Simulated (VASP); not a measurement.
Write the native input for VASP 6.6.1 that does the following.

- Task: relaxation of cell and atoms
- Functional: PBE
- Potentials or basis: VASP PAW PBE potentials, release 64 (C)
- Cutoff: 600 eV
- k mesh: 18 × 18 × 18
- Occupations: gaussian, width 0.1 eV
- Spin: no spin polarisation
- Dipole correction: no
- Further INCAR settings: ALGO = Normal; EDIFF = 1e-06; IBRION = 2; EDIFFG = -0.01; NSW = 100; ISIF = 3

The structure of C lies in POSCAR:

```
C
1.0
    1.3527268956     -3.9077129126      0.0000000000
    1.3527268956      3.9077129126      0.0000000000
    0.0000000000      0.0000000000      2.5092145593
C
4
Direct
    0.0859166161      0.9140833839      0.5000000000
    0.9140833839      0.0859166161      0.5000000000
    0.1892947989      0.8107052011      0.0000000000
    0.8107052011      0.1892947989      0.0000000000
```

These files were run (other wordings do the same):

INCAR

```
ALGO     = Normal         # electronic algorithm
EDIFF    = 1E-6           # SCF threshold, eV
EDIFFG   = -0.01          # ionic threshold
ENCUT    = 600            # plane-wave cutoff, eV
GGA      = PE             # functional
IBRION   = 2              # ionic algorithm
ISIF     = 3              # what is computed and relaxed
ISMEAR   = 0              # smearing method
LASPH    = True           # aspherical terms in the spheres
LCHARG   = False          # write CHGCAR
LREAL    = False          # projectors in reciprocal space
LWAVE    = False          # write WAVECAR
NELM     = 100            # most SCF steps
NSW      = 100            # ionic steps
PREC     = Accurate       # precision mode
SIGMA    = 0.1            # smearing width, eV
```

KPOINTS

```
k-points
0
Gamma
  18 18 18
```

Potentials or basis: VASP PAW PBE potentials, release 64 (C).

The run is started by

```console
$ cat potpaw_PBE.64/C/POTCAR > POTCAR
$ mpirun -np 1 vasp_std > vasp.out
```

Results of the run:

```json
{"Relaxed volume": "6.61 Å³/atom", "Relaxed cell": "a = 4.134 Å, b = 4.134 Å, c = 2.511 Å, α = 90.00°, β = 90.00°, γ = 141.95°", "Space group after relaxing (to 0.05 Å)": "Cmmm (No. 65)", "Energy gained by relaxing": "0.2 meV/atom", "Ionic steps": "4", "Pressure after relaxing": "0.0 GPa", "Largest force after relaxing": "0.006 eV/Å", "Band gap on the k mesh": "zero (band 8 reaches 9.97 eV, above the bottom of band 9 at 8.24 eV)"}
```

It took 10 min on 1 thread of Intel(R) Xeon(R) Platinum 8259CL CPU @ 2.50GHz (Skylake/Cascade Lake), on a shared host, peak memory 0.39 GiB.
